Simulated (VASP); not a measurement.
# Nb2Sn2S (I4/mmm) in VASP: notebook

The runs below take Nb2Sn2S through single point, relaxation of cell and atoms, with PBE.

Program: VASP 6.6.1. These are calculated values, not measurements. Logs are shortened: lines on timing, memory, paths and dates and some standing lists are left out, and cuts for length are marked.

### 1 The cell of the first run

It takes space group I4/mmm (No. 139, tetragonal). Conventional cell: a = 3.934 Å, b = 3.934 Å, c = 13.915 Å, α = 90.00°, β = 90.00°, γ = 90.00°. Within 3.4 Å of Nb (site symmetry 4mm) lie 1 Nb at 2.61 Å and 4 Sn at 2.93 Å and 4 S at 3.07 Å. Sn (site symmetry -4m2) has 4 Sn at 2.78 Å and 4 Nb at 2.93 Å within 3.7 Å. S (site symmetry 4/mmm) has 8 Nb at 3.07 Å and 4 S at 3.93 Å and 8 Sn at 4.00 Å within 4.0 Å.

The cell was generated, and may not be a known phase.

### 2 Single point, PBE

Input file INCAR:

```
SYSTEM = Nb2Sn2S
PREC = Accurate
ENCUT = 520
EDIFF = 1E-7
ISMEAR = 0
SIGMA = 0.1
LREAL = .False.
LASPH = .True.
NELM = 80
ALGO = Normal
ISIF = 2
LWAVE = .False.
LCHARG = .True.
GGA = PE
LELF = .True.
LVHAR = .True.
NBANDS = 38
```

Input file KPOINTS:

```
regular mesh
0
Gamma
  6 6 6
  0 0 0
```

Input file POSCAR:

```
Nb2Sn2S
1.0
   -1.9668229162      1.9668229162      6.9577075766
    1.9668229162     -1.9668229162      6.9577075766
    1.9668229162      1.9668229162     -6.9577075766
Nb Sn S
2 2 1
Direct
    0.4060465784      0.4060465784      0.0000000000
    0.5939534216      0.5939534216      0.0000000000
    0.7500000000      0.2500000000      0.5000000000
    0.2500000000      0.7500000000      0.5000000000
    0.0000000000      0.0000000000      0.0000000000
```

Potentials or basis: VASP PAW PBE potentials, release 64 (Nb_sv, Sn_d, S).

On the command line:

```sh
$ cat potpaw_PBE.64/Nb_sv/POTCAR potpaw_PBE.64/Sn_d/POTCAR potpaw_PBE.64/S/POTCAR > POTCAR
$ mpirun -np 1 vasp_std > vasp.out
```

OUTCAR:

```text
SYSTEM = Nb2Sn2S
   PREC = Accurate
   ENCUT = 520
   EDIFF = 1E-7
   ISMEAR = 0
   LREAL = .False.
   LASPH = .True.
   NELM = 80
   ISIF = 2
   GGA = PE

 ion  position               nearest neighbor table
   1  0.406  0.406  0.000-   2 2.61   3 2.93   4 2.93   4 2.93   3 2.93
   2  0.594  0.594  0.000-   1 2.61   3 2.93   4 2.93   3 2.93   4 2.93
   3  0.750  0.250  0.500-   4 2.78   4 2.78   4 2.78   4 2.78   1 2.93   2 2.93   2 2.93   1 2.93

   4  0.250  0.750  0.500-   3 2.78   3 2.78   3 2.78   3 2.78   1 2.93   2 2.93   2 2.93   1 2.93

   5  0.000  0.000  0.000-

  LATTYP: Found a body centered tetragonal cell.
 ALAT       =     3.9336458324
 C/A-ratio  =     3.5375363584

  Lattice vectors:

 A1 = (  -1.9668229162,   1.9668229162,   6.9577075766)
 A2 = (   1.9668229162,  -1.9668229162,   6.9577075766)
 A3 = (   1.9668229162,   1.9668229162,  -6.9577075766)

Analysis of symmetry for initial positions (statically):
=====================================================================
 Subroutine PRICEL returns:
 Original cell was already a primitive cell.

 Routine SETGRP: Setting up the symmetry group for a
 body centered tetragonal supercell.

 Subroutine GETGRP returns: Found 16 space group operations
 (whereof 16 operations were pure point group operations)
 out of a pool of 16 trial point group operations.

The static configuration has the point symmetry D_4h.

Analysis of symmetry for dynamics (positions and initial velocities):
=====================================================================
 Subroutine PRICEL returns:
 Original cell was already a primitive cell.

 Routine SETGRP: Setting up the symmetry group for a
 body centered tetragonal supercell.

 Subroutine GETGRP returns: Found 16 space group operations
 (whereof 16 operations were pure point group operations)
 out of a pool of 16 trial point group operations.

The dynamic configuration has the point symmetry D_4h.

 Subroutine INISYM returns: Found 16 space group operations
 (whereof 16 operations are pure point group operations),
 and found     1 'primitive' translations

----------------------------------------------------------------------------------------

                                     Primitive cell

  volume of cell :     107.6606

  direct lattice vectors                    reciprocal lattice vectors
    -1.966822916  1.966822916  6.957707577     0.000000000  0.254217091  0.071862750
     1.966822916 -1.966822916  6.957707577     0.254217091  0.000000000  0.071862750
     1.966822916  1.966822916 -6.957707577     0.254217091  0.254217091  0.000000000

  length of vectors
     7.493095454  7.493095454  7.493095454     0.264179076  0.264179076  0.359517258

  position of ions in fractional coordinates (direct lattice)
     0.406046578  0.406046578  0.000000000
     0.593953422  0.593953422  0.000000000
     0.750000000  0.250000000  0.500000000
     0.250000000  0.750000000  0.500000000
     0.000000000  0.000000000  0.000000000

  ion indices of the primitive-cell ions
   primitive index   ion index
                 1           1
                 2           2
                 3           3
                 4           4
                 5           5

----------------------------------------------------------------------------------------

 KPOINTS: regular mesh

Automatic generation of k-mesh.
 Grid dimensions read from file:
 generate k-points for:    6    6    6

 Generating k-lattice:

  Cartesian coordinates                     Fractional coordinates (reciprocal lattice)
     0.000000000  0.042369515  0.011977125     0.166666667 -0.000000000  0.000000000
     0.042369515  0.000000000  0.011977125    -0.000000000  0.166666667  0.000000000
     0.042369515  0.042369515  0.000000000     0.000000000  0.000000000  0.166666667

  Length of vectors
     0.044029846  0.044029846  0.059919543

  Shift w.r.t. Gamma in fractional coordinates (k-lattice)
     0.000000000  0.000000000  0.000000000

 Subroutine IBZKPT returns following result:
 ===========================================

 Found     30 irreducible k-points:

 Following reciprocal coordinates:
            Coordinates               Weight
  0.000000  0.000000  0.000000      1.000000
  0.166667  0.000000  0.000000      8.000000
  0.333333  0.000000  0.000000      8.000000
  0.500000  0.000000  0.000000      4.000000
  0.166667  0.166667  0.000000      8.000000
  0.333333  0.166667  0.000000     16.000000
[... 16 lines left out ...]
 -0.333333 -0.333333  0.166667      8.000000
 -0.166667 -0.333333  0.166667      8.000000
 [... further k-points ...]
   k-points           NKPTS =     30   k-points in BZ     NKDIM =     30   number of bands    NBANDS=     38
   number of dos      NEDOS =    301   number of ions     NIONS =      5
   total plane-waves  NPLWV = 175616
   dimension x,y,z NGX =    56 NGY =   56 NGZ =   56
   dimension x,y,z NGXF=   112 NGYF=  112 NGZF=  112
[... 37 lines left out ...]
   LORBIT       =      0    0 simple, 1 ext, 2 COOP (PROOUT), +10 PAW based schemes
   GGA     = PE    functional components
   LHFCALC =     F    Hartree Fock is set to
   AEXX    =    0.0000 exact exchange contribution
   IVDW    =     0    specifies the selected vdW correction
   LEPSILON=     F    determine dielectric tensor
   LRPA    =     F    only Hartree local field effects (RPA)
 non-spin polarized calculation
 Gauss-broadening in eV      SIGMA  =   0.10
  energy-cutoff  :      520.00
  volume of cell :      107.66
 maximum number of plane-waves:      2918
   NGX = 27   NGY = 27   NGZ = 27

 number of electron      60.0000003 magnetization

 Free energy of the ion-electron system (eV)
  ---------------------------------------------------
  ext. energy  EPLUGINS =         0.00000000
  ---------------------------------------------------
  free energy    TOTEN  =       -30.29803717 eV

  energy without entropy =      -30.26797996  energy(sigma->0) =      -30.28300856

 E-fermi :   9.4477     XC(G=0): -11.0655

 val. band max:        9.4159622736   @ k =  -0.1667   0.5000   0.1667
 cond. band min:       9.4484017618   @ k =  -0.1667  -0.1667   0.1667
 fundamental gap:      0.0324394882
 Fermi energy:         9.4477259345

 k-point     1 :       0.0000    0.0000    0.0000
  band No.  band energies     occupation
      1     -46.1153      2.00000
      2     -45.9827      2.00000
      3     -22.4220      2.00000
      4     -22.2590      2.00000
      5     -22.2590      2.00000
      6     -22.1444      2.00000
[... 30 lines left out ...]
     37      12.5144      0.00000
     38      12.5145      0.00000

 k-point     2 :       0.1667    0.0000    0.0000
  band No.  band energies     occupation
      1     -46.1149      2.00000
      2     -45.9823      2.00000
      3     -22.4204      2.00000
      4     -22.2692      2.00000
      5     -22.2580      2.00000
      6     -22.1533      2.00000
[... 30 lines left out ...]
     37      12.3418      0.00000
     38      12.5085      0.00000

 k-point     3 :       0.3333    0.0000    0.0000
  band No.  band energies     occupation
      1     -46.1140      2.00000
      2     -45.9816      2.00000
      3     -22.4170      2.00000
      4     -22.2895      2.00000
      5     -22.2559      2.00000
      6     -22.1711      2.00000
[... 30 lines left out ...]
     37      12.2897      0.00000
     38      12.9938      0.00000

 k-point     4 :       0.5000    0.0000    0.0000
  band No.  band energies     occupation
      1     -46.1136      2.00000
      2     -45.9812      2.00000
      3     -22.4154      2.00000
      4     -22.2996      2.00000
      5     -22.2549      2.00000
      6     -22.1800      2.00000
[... 30 lines left out ...]
     37      12.3900      0.00000
     38      12.8765      0.00000
[... 703 lines left out ...]
      4     -22.2893      2.00000
      5     -22.2557      2.00000
      6     -22.1714      2.00000
[... 30 lines left out ...]
     37      12.0698      0.00000
     38      13.4866      0.00000

 k-point    23 :      -0.3333   -0.3333    0.1667
  band No.  band energies     occupation
      1     -46.1144      2.00000
      2     -45.9820      2.00000
      3     -22.4173      2.00000
      4     -22.2678      2.00000
      5     -22.2674      2.00000
      6     -22.1535      2.00000
[... 30 lines left out ...]
     37      12.9669      0.00000
     38      13.0979      0.00000

 k-point    24 :      -0.1667   -0.3333    0.1667
  band No.  band energies     occupation
      1     -46.1148      2.00000
      2     -45.9824      2.00000
      3     -22.4191      2.00000
      4     -22.2688      2.00000
      5     -22.2576      2.00000
      6     -22.1537      2.00000
[... 30 lines left out ...]
     37      11.9267      0.00000
     38      12.4781      0.00000

 [... further k-points ...]

------------------------ aborting loop because EDIFF is reached ----------------------------------------

  FORCE on cell =-STRESS in cart. coord.  units (eV):
  Direction    XX          YY          ZZ          XY          YZ          ZX
  --------------------------------------------------------------------------------------
  -------------------------------------------------------------------------------------
  Total       -0.0700145     -0.0700145     -0.0139422      0.0000000     -0.0000000      0.0000000
  in kB       -1.0419373     -1.0419373     -0.2074846      0.0000000     -0.0000000      0.0000000
  external PRESSURE =      -0.7637864 kB  Pullay stress =       0.0000000 kB

 VOLUME and BASIS-vectors are now :
 -----------------------------------------------------------------------------
  energy-cutoff  :      520.00
  volume of cell :      107.66
      direct lattice vectors                 reciprocal lattice vectors
    -1.966822916  1.966822916  6.957707577     0.000000000  0.254217091  0.071862750
     1.966822916 -1.966822916  6.957707577     0.254217091  0.000000000  0.071862750
     1.966822916  1.966822916 -6.957707577     0.254217091  0.254217091  0.000000000

 POSITION                                       TOTAL-FORCE (eV/Angst)
 -----------------------------------------------------------------------------------
      0.00000      0.00000      5.65031         0.000000      0.000000     -0.003432
      0.00000      0.00000      8.26511         0.000000      0.000000      0.003432
      0.00000      1.96682      3.47885        -0.000000     -0.000000     -0.000000
      1.96682      0.00000      3.47885        -0.000000     -0.000000      0.000000
      0.00000      0.00000      0.00000        -0.000000     -0.000000      0.000000
 -----------------------------------------------------------------------------------
    total drift:                                0.000000     -0.000000      0.000000

  FREE ENERGIE OF THE ION-ELECTRON SYSTEM (eV)
  ---------------------------------------------------
  free  energy   TOTEN  =       -30.2980371665 eV

  energy  without entropy=      -30.2679799563  energy(sigma->0) =      -30.28300856
```

Run time: 2.8 min. Hardware: 1 thread of Intel Xeon 6975P-C (Granite Rapids), shared host; peak memory 0.48 GiB.

What came out:

- Free energy: -30.2980 eV
- Pressure: -0.1 GPa
- Largest force: 0.003 eV/Å
- Band gap on the k mesh: zero (bands 30 and 31 overlap by 1.05 eV)

Forces on the atoms (eV/Å):
```
Nb   0.000  0.000 -0.003
Nb   0.000  0.000  0.003
Sn   0.000  0.000  0.000
Sn   0.000  0.000  0.000
S    0.000  0.000  0.000
```

Levels at points of the mesh, in eV from the Fermi level:
```
           k point  band 26  band 27  band 28  band 29  band 30  band 31  band 32  band 33  band 34  band 35
(0.00, 0.00, 0.00)    -2.85    -2.46    -1.88    -1.58    -0.18    -0.18     0.08     0.48     0.80     1.43
(0.50, 0.00, 0.00)    -1.82    -1.69    -1.38    -1.05    -0.41    -0.22     0.49     0.59     1.65     1.67
(0.50, 0.50, 0.00)    -3.65    -2.47    -2.10    -1.07     0.36     0.86     1.26     1.46     1.76     1.80
(0.50, 0.50, 0.50)    -2.81    -2.81    -1.84    -1.63     0.08     0.51     0.80     0.95     0.95     1.62
```

Caveat: spin-orbit coupling is left out, which moves the levels of the heavy elements.

### 3 Single point, PBE

This run uses another cell than the first one, of 22.57 Å³/atom.

Input file INCAR:

```
ALGO = Normal ; EDIFF = 1E-6
ENCUT = 520 ; GGA = PE
ISIF = 2 ; ISMEAR = 0
LASPH = T ; LCHARG = F
LREAL = F ; LWAVE = F
NBANDS = 38 ; NELM = 80
PREC = Accurate ; SIGMA = 0.1
```

Input file KPOINTS:

```
k-points
0
Gamma
  6 6 6
```

Input file POSCAR:

```
Nb2Sn2S
1.0
   -2.1958422000      2.1958422000      5.8516619000
    2.1958422000     -2.1958422000      5.8516619000
    2.1958422000      2.1958422000     -5.8516619000
Nb Sn S
2 2 1
Direct
    0.3750000000      0.3750000000      0.0000000000
    0.6250000000      0.6250000000      0.0000000000
    0.7500000000      0.2500000000      0.5000000000
    0.2500000000      0.7500000000      0.5000000000
    0.0000000000      0.0000000000      0.0000000000
```

Potentials or basis: VASP PAW PBE potentials, release 64 (Nb_sv, Sn_d, S).

On the command line:

```sh
$ cat potpaw_PBE.64/Nb_sv/POTCAR potpaw_PBE.64/Sn_d/POTCAR potpaw_PBE.64/S/POTCAR > POTCAR
$ mpirun -np 1 vasp_std > vasp.out
```

Run time: 2.1 min. Hardware: 1 thread of Intel Xeon 6975P-C (Granite Rapids), shared host; peak memory 0.4 GiB.

The run converged. Its results:

- Free energy: -26.9700 eV
- Pressure: 11.3 GPa
- Largest force: 5.360 eV/Å
- Band gap on the k mesh: zero (bands 30 and 31 overlap by 0.62 eV)

Forces on the atoms (eV/Å):
```
Nb   0.000  0.000  5.360
Nb   0.000  0.000 -5.360
Sn   0.000  0.000  0.000
Sn   0.000  0.000  0.000
S    0.000  0.000  0.000
```

Stress tensor (GPa, compression positive):
```
10.40  0.00  0.00
 0.00 10.40  0.00
 0.00  0.00 13.18
```

Levels at points of the mesh, in eV from the Fermi level:
| k point | band 26 | band 27 | band 28 | band 29 | band 30 | band 31 | band 32 | band 33 | band 34 | band 35 |
| --- | --- | --- | --- | --- | --- | --- | --- | --- | --- | --- |
| (0.00, 0.00, 0.00) | -2.29 | -2.29 | -0.75 | 0.00 | 0.06 | 0.06 | 0.36 | 0.62 | 1.24 | 2.22 |
| (0.50, 0.00, 0.00) | -2.24 | -1.37 | -1.18 | -0.28 | -0.15 | 0.08 | 0.15 | 0.44 | 1.32 | 1.35 |
| (0.50, 0.50, 0.00) | -1.45 | -0.67 | -0.53 | -0.46 | 0.02 | 0.20 | 0.62 | 1.16 | 1.53 | 1.72 |
| (0.50, 0.50, 0.50) | -2.14 | -1.91 | -1.80 | -1.14 | 0.26 | 0.32 | 0.51 | 0.51 | 1.28 | 3.11 |

Caveat: the cell stands under pressure; spin-orbit coupling is left out, which moves the levels of the heavy elements; forces of over 1 eV/Å act on the atoms, so gaps and moduli don't describe the material at rest.

### 4 Relaxation of cell and atoms, PBE

This run uses another cell than the first one, of 22.57 Å³/atom.

Input file INCAR:

```
PREC     = Accurate       # precision mode
ENCUT    = 600            # plane-wave cutoff, eV
EDIFF    = 1E-6           # SCF threshold, eV
ISMEAR   = 0              # smearing method
SIGMA    = 0.1            # smearing width, eV
LREAL    = False          # projectors in reciprocal space
LASPH    = True           # aspherical terms in the spheres
NELM     = 80             # most SCF steps
ALGO     = Normal         # electronic algorithm
ISIF     = 3              # what is computed and relaxed
LWAVE    = False          # write WAVECAR
LCHARG   = False          # write CHGCAR
GGA      = PE             # functional
IBRION   = 2              # ionic algorithm
NSW      = 90             # ionic steps
EDIFFG   = -0.04          # ionic threshold
```

Input file KPOINTS:

```
regular mesh
0
Gamma
  6 6 6
```

POSCAR is that of step 3.

On the command line:

```sh
$ cat potpaw_PBE.64/Nb_sv/POTCAR potpaw_PBE.64/Sn_d/POTCAR potpaw_PBE.64/S/POTCAR > POTCAR
$ mpirun -np 1 vasp_std > vasp.out
```

It took 29 min on 1 thread of Intel Xeon 6975P-C (Granite Rapids), shared host; peak memory 0.54 GiB.

The run converged. Its results:

```yaml
Free_energy: -30.2945 eV
Relaxed_volume: 21.51 Å³/atom
Relaxed_cell: a = 7.500 Å, b = 7.500 Å, c = 7.500 Å, α = 149.63°, β = 149.63°, γ = 43.49°
Space_group_after_relaxing_to_0.1_Å: I4/mmm (No. 139)
Energy_gained_by_relaxing: 664.9 meV/atom
Ionic_steps: 14
Pressure_after_relaxing: 0.0 GPa
Band_gap_on_the_k_mesh: zero (bands 30 and 31 overlap by 1.04 eV)
```

Stress tensor (GPa, compression positive):
```
 0.05  0.00  0.00
 0.00  0.05  0.00
 0.00  0.00 -0.12
```

Step by step:
```
step  energy change (eV)  largest force (eV/Å)  pressure (GPa)  volume (Å³)
   1              0.0000                5.3598           11.38       112.86
   2             -1.0979                0.5574          -10.28       141.11
   3             -1.4223                1.7666           -6.14       130.78
   4             -2.3511                0.1286           -4.71       121.87
   5             -2.5789                1.3699           -2.19       116.76
   6             -3.2202                0.7633            1.67       107.34
   7             -3.2535                0.6827            3.37       104.78
   8             -3.2719                0.0921           -3.45       111.32
   9             -3.3161                0.2849           -0.54       108.23
  10             -3.3161                0.2909           -0.48       108.16
  11             -3.3233                0.1126            0.04       107.51
  12             -3.3240                0.0340            0.28       107.23
  13             -3.3243                0.0192           -0.16       107.74
  14             -3.3244                0.0009           -0.01       107.56
```

Final structure:
```
CELL_PARAMETERS angstrom
-1.96476 1.96476 6.96603
1.96476 -1.96476 6.96603
1.96476 1.96476 -6.96603
ATOMIC_POSITIONS crystal
Nb 0.40600 0.40600 0.00000
Nb 0.59400 0.59400 0.00000
Sn 0.75000 0.25000 0.50000
Sn 0.25000 0.75000 0.50000
S 0.00000 0.00000 0.00000
```

Levels at points of the mesh, in eV from the Fermi level:
```csv
k point,band 26,band 27,band 28,band 29,band 30,band 31,band 32,band 33,band 34,band 35
"(0.00, 0.00, 0.00)",-2.85,-2.46,-1.90,-1.58,-0.17,-0.17,0.09,0.48,0.80,1.42
"(0.50, 0.00, 0.00)",-1.82,-1.68,-1.39,-1.05,-0.40,-0.23,0.49,0.60,1.65,1.67
"(0.50, 0.50, 0.00)",-3.67,-2.47,-2.10,-1.07,0.36,0.87,1.27,1.47,1.76,1.81
"(0.50, 0.50, 0.50)",-2.81,-2.81,-1.84,-1.64,0.08,0.51,0.80,0.94,0.94,1.62
```

Caveat: spin-orbit coupling is left out, which moves the levels of the heavy elements.

### 5 Overview

```tsv
task	cell	cutoff (eV)	gap on the mesh (eV)	pressure (GPa)
single point	a = 7.493 Å, angles 149.6, 149.6, 43.6°, 5 atoms, atomic positions A	520	none	-0.1
single point	a = 6.625 Å, angles 141.3, 141.3, 55.9°, 5 atoms, atomic positions B	520	none	11.3
relaxation of cell and atoms	relaxed from a = 6.625 Å, angles 141.3, 141.3, 55.9°, 5 atoms, atomic positions B	600	none	0.0
```

Alike in all rows: level PBE; potentials or basis VASP PAW PBE potentials, release 64 (Nb_sv, Sn_d, S); no spin polarisation; k mesh 6 × 6 × 6; smearing gaussian 0.1 eV.

Caveats: spin-orbit coupling is left out, which moves the levels of the heavy elements; the cell stands under pressure (at least some runs); forces of over 1 eV/Å act on the atoms, so gaps and moduli don't describe the material at rest (at least some runs).

Absolute energies hang on the potentials; compare differences alone.

The gap in the log of VASP goes by the Fermi energy; the results here count the filled bands.